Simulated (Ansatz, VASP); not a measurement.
ZnS: VASP beside Ansatz

```
CELL_PARAMETERS angstrom
3.81100 0.00000 0.00000
-1.90550 3.30042 0.00000
0.00000 0.00000 6.23400
ATOMIC_POSITIONS crystal
Zn 0.33333 0.66667 0.00000
Zn 0.66667 0.33333 0.50000
S 0.33333 0.66667 0.38500
S 0.66667 0.33333 0.88500
```

Alike in both runs: task relaxation of cell and atoms; functional PBE; dispersion D4; k mesh 6 × 6 × 4; occupations methfessel-paxton of order 1, width 0.05 eV; no spin polarisation.

|  | VASP | Ansatz |
| --- | --- | --- |
| version | VASP 6.6.1 | Ansatz 0.2.0 |
| potentials or method | VASP PAW PBE potentials, release 64 (Zn, S), cutoff 600 eV | plane waves, PAW |
| valence electrons in the cell | 36 | 36 |

```csv
,VASP,Ansatz,Ansatz less VASP
relaxed volume (Å³/atom),19.46,19.46,-0.002
relaxed length of the cell vector where the two differ most in proportion (Å),6.232,6.236,+0.0040
```
